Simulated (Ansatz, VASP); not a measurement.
**Two plane-wave programs on Sc4Mo**

```
Sc Mo
1.0
     3.09057    0.00000    0.00000
    -1.54529    2.67651    0.00000
     0.00000    0.00000    9.93768
Sc Mo
4 1
Direct
  0.33333 0.66667 0.86586
  0.33333 0.66667 0.37680
  0.66667 0.33333 0.13414
  0.66667 0.33333 0.62320
  0.00000 0.00000 0.00000
```

Change from the starting cell: species swapped into the Co4H type (P-3m1, No. 164).

Alike in both runs: task single point; functional PBE; k mesh 6 × 6 × 2; occupations gaussian, width 0.1 eV; no spin polarisation.

|  | VASP | Ansatz |
| --- | --- | --- |
| version | VASP 6.6.1 | Ansatz 0.2.0 |
| potentials or method | VASP PAW PBE potentials, release 64 (Sc_sv, Mo_sv), cutoff 520 eV | scalar-relativistic, plane waves, PAW |
| valence electrons in the cell | 58 | 58 |

|  | VASP | Ansatz | Ansatz less VASP |
| --- | --- | --- | --- |
| gap on the k mesh at the Fermi level (eV) | none | none | - |
| rms of the force components (eV/Å) | 2.739 | 2.610 | -0.1284 |

Atom by atom the forces differ by 0.129 eV/Å (rms over components). A gap of «none» marks a metal or a gap that the smearing closes.

The k mesh is coarse, so the values compare programs but aren't converged.
